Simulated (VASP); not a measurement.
Write the native input for VASP 6.6.1 that does the following.

| Quantity | Value |
| --- | --- |
| Task | single point |
| Functional | PBE |
| Potentials or basis | VASP PAW PBE potentials, release 64 (Si, C) |
| Cutoff | 520 eV |
| k mesh | 12 × 12 × 4 |
| Occupations | gaussian, width 0.05 eV |
| Spin | no spin polarisation |
| Dipole correction | no |
| Further INCAR settings | ALGO = Normal; EDIFF = 1e-07; NBANDS = 26 |

The structure of SiC lies in POSCAR:

```
SiC
1.0
    3.0580829426      0.0212865152      0.0138907761
   -1.5106068083      2.6639914971     -0.0211967582
    0.0454821216     -0.0538815639     10.0020410321
Si C
4 4
Direct
    0.7103267101      0.3210814517      0.9211642381
    0.4195706042      0.7594404818      0.4371152662
   -0.1215442877     -0.0571559456      0.6674344650
    0.0016710303     -0.0345818977      0.1966572469
    0.6634064193      0.3298196670      0.7489852875
    0.3055852735      0.6713721785      0.2547663521
    0.0199694618      0.0320935700      0.5060345285
    0.0010147884     -0.0220695057      0.0198406157
```

This cell differs from its parent crystal: atoms moved at random and the cell strained at random.

The input as run:

INCAR

```
ALGO = Normal
EDIFF = 1E-7
ENCUT = 520
GGA = PE
ISIF = 2
ISMEAR = 0
LASPH = T
LCHARG = F
LREAL = F
LWAVE = F
NBANDS = 26
NELM = 80
PREC = Accurate
SIGMA = 0.05
```

KPOINTS

```
k-points
0
Gamma
  12 12 4
```

Potentials or basis: VASP PAW PBE potentials, release 64 (Si, C).

Command:

```sh
$ cat potpaw_PBE.64/Si/POTCAR potpaw_PBE.64/C/POTCAR > POTCAR
$ mpirun -np 1 vasp_std > vasp.out
```

Results of the run:

```yaml
Pressure: 15.1 GPa
Largest_force: 7.273 eV/Å
Band_gap_on_the_k_mesh: zero (band 16 reaches 9.94 eV, above the bottom of band 17 at 9.39 eV)
```

Caveat: the cell differs from its parent crystal (atoms moved at random and the cell strained at random); forces of over 1 eV/Å act on the atoms, so gaps and moduli don't describe the material at rest.

It took 8.5 min on 1 thread of Intel(R) Xeon(R) Platinum 8259CL CPU @ 2.50GHz (Skylake/Cascade Lake), with other jobs on the host, peak memory 0.53 GiB.
